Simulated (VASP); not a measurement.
A run of VASP 6.6.1:

File INCAR:

```
SYSTEM = ZrSc
ALGO = Fast ; EDIFF = 1E-6
ENCUT = 520 ; ISIF = 2
ISMEAR = 0 ; LASPH = .TRUE.
LCHARG = .FALSE. ; LREAL = .FALSE.
LWAVE = .FALSE. ; NBANDS = 18
NELM = 60 ; PREC = Accurate
SIGMA = 0.15
```

File KPOINTS:

```
k-points
0
G
  18 18 10
  0 0 0
```

The input POSCAR:

```
ZrSc
1.0
    3.1051110466      0.0000000000      0.0000000000
   -1.5525555233      2.6891050479      0.0000000000
    0.0000000000      0.0000000000      4.8818987629
Zr Sc
1 1
Direct
    0.6666666667      0.3333333333      0.0000000000
    0.0000000000      0.0000000000      0.5000000000
```

Potentials or basis: VASP PAW LDA potentials, release 64 (Zr_sv, Sc_sv).

The run is started by

```bash
$ cat potpaw_LDA.64/Zr_sv/POTCAR potpaw_LDA.64/Sc_sv/POTCAR > POTCAR
$ mpirun -np 1 vasp_std > vasp.out
```

Hardware: 1 thread of Intel(R) Xeon(R) Platinum 8259CL CPU @ 2.50GHz (Skylake/Cascade Lake) (shared host).

**Question.** How long does it take, and how much memory?

**Answer.** Wall time 5 min on 1 thread of Intel(R) Xeon(R) Platinum 8259CL CPU @ 2.50GHz (Skylake/Cascade Lake), on a shared host, peak memory 0.27 GiB. Counts: scf iterations 29, k points 222.
